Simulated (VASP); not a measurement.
A run of VASP 6.6.1 is set up as follows.

INCAR

```
PREC     = Accurate       # precision mode
ENCUT    = 520            # plane-wave cutoff, eV
EDIFF    = 1E-7           # SCF threshold, eV
ISMEAR   = -1             # smearing method
SIGMA    = 0.05           # smearing width, eV
LREAL    = F              # projectors in reciprocal space
LASPH    = T              # aspherical terms in the spheres
NELM     = 60             # most SCF steps
ALGO     = Normal         # electronic algorithm
ISIF     = 2              # what is computed and relaxed
LWAVE    = F              # write WAVECAR
LCHARG   = F              # write CHGCAR
GGA      = PS             # functional
NBANDS   = 18             # bands
```

KPOINTS

```
regular mesh
0
Gamma
  7 7 7
```

Contents of POSCAR:

```
BiTe
1.0
    0.0000000000      3.2564244654      3.2564244654
    3.2564244654      0.0000000000      3.2564244654
    3.2564244654      3.2564244654      0.0000000000
Bi Te
1 1
Direct
    0.0000000000      0.0000000000      0.0000000000
    0.5000000000      0.5000000000      0.5000000000
```

Potentials or basis: VASP PAW PBE potentials, release 64 (Bi_d, Te).

Run with:

```bash
$ cat potpaw_PBE.64/Bi_d/POTCAR potpaw_PBE.64/Te/POTCAR > POTCAR
$ mpirun -np 1 vasp_std > vasp.out
```

What does it give for the pressure?

-2.4 GPa.

Predict the band gap on the k mesh.

zero (an odd number of electrons rules out a gap without spin polarisation).

Caveat: the PAW data sets were made with another functional, which shifts forces and pressure a little; spin-orbit coupling is left out, which moves the levels of the heavy elements.
